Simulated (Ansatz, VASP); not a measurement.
## Two plane-wave programs on AlGa3As4

The input POSCAR:

```
AlGa3As4
1.0
    5.7812392743      0.0000000000      0.0000000000
    0.0000000000      5.7812392743      0.0000000000
    0.0000000000      0.0000000000      5.7812392743
Al As Ga
1 4 3
Direct
    0.0000000000      0.0000000000      0.0000000000
    0.2497401044      0.2497401044      0.2497401044
    0.7502598956      0.7502598956      0.2497401044
    0.7502598956      0.2497401044      0.7502598956
    0.2497401044      0.7502598956      0.7502598956
    0.5000000000      0.5000000000      0.0000000000
    0.5000000000      0.0000000000      0.5000000000
    0.0000000000      0.5000000000      0.5000000000
```

INCAR.step1

```
PREC     = Accurate       # precision mode
ENCUT    = 520            # plane-wave cutoff, eV
ISMEAR   = 0              # smearing method
SIGMA    = 0.01           # smearing width, eV
LREAL    = False          # projectors in reciprocal space
LASPH    = True           # aspherical terms in the spheres
NELM     = 80             # most SCF steps
NBANDS   = 41             # bands
GGA      = PE             # functional
ALGO     = Normal         # electronic algorithm
EDIFF    = 1E-4           # SCF threshold, eV
LWAVE    = True           # write WAVECAR
LCHARG   = False          # write CHGCAR
```

INCAR.step2

```
PREC     = Accurate       # precision mode
ENCUT    = 520            # plane-wave cutoff, eV
EDIFF    = 1E-7           # SCF threshold, eV
ISMEAR   = 0              # smearing method
SIGMA    = 0.01           # smearing width, eV
LREAL    = False          # projectors in reciprocal space
LASPH    = True           # aspherical terms in the spheres
NELM     = 80             # most SCF steps
ALGO     = Normal         # electronic algorithm
ISIF     = 2              # what is computed and relaxed
LWAVE    = False          # write WAVECAR
LCHARG   = False          # write CHGCAR
METAGGA  = R2SCAN         # meta-GGA
LMIXTAU  = True         
NBANDS   = 41             # bands
ISTART   = 1
```

The input KPOINTS:

```
Automatic mesh
0
Gamma
  4 4 4
```

Input for Ansatz:

```yaml
crystal:
  lattice:
    - [5.7812392743, 0.0, 0.0]
    - [0.0, 5.7812392743, 0.0]
    - [0.0, 0.0, 5.7812392743]
  atoms:
    - { symbol: Al, position: [0.0, 0.0, 0.0] }
    - { symbol: As, position: [0.2497401044, 0.2497401044, 0.2497401044] }
    - { symbol: Ga, position: [0.5, 0.5, 0.0] }
    - { symbol: As, position: [0.7502598956, 0.7502598956, 0.2497401044] }
    - { symbol: Ga, position: [0.5, 0.0, 0.5] }
    - { symbol: As, position: [0.7502598956, 0.2497401044, 0.7502598956] }
    - { symbol: Ga, position: [0.0, 0.5, 0.5] }
    - { symbol: As, position: [0.2497401044, 0.7502598956, 0.7502598956] }
kpoints:
  mp_grid: { grid: [4, 4, 4] }
hamiltonian:
  xc: r2scan
scf:
  occupations: { method: fixed }
  n_extra_bands: 6
output:
  forces: true
  stress: true
  eigenvalues: true
```

Alike in both runs: task single point; functional r2SCAN; k mesh 4 × 4 × 4; no spin polarisation.

|  | VASP | Ansatz |
| --- | --- | --- |
| version | VASP 6.6.1 | Ansatz 0.2.0 |
| potentials or method | VASP PAW PBE potentials, release 64 (Al, As, Ga_d) | plane waves, PAW |
| plane-wave cutoff (eV) | 520 | 500 |
| occupations | gaussian, width 0.01 eV | fixed |
| valence electrons in the cell | 62 | 102 |

|  | VASP | Ansatz | Ansatz less VASP |
| --- | --- | --- | --- |
| gap on the k mesh at the Fermi level (eV) | 0.85 | 0.86 | +0.016 |
| pressure (GPa) | -3.7 | -3.8 | -0.04 |
| rms of the force components (eV/Å) | 0.009 | 0.004 | -0.0054 |

VASP's potentials were made for PBE, not for r2SCAN. VASP's potentials hold 62 valence electrons a cell and Ansatz's 102, so a difference there can come from the potentials and not from the codes.
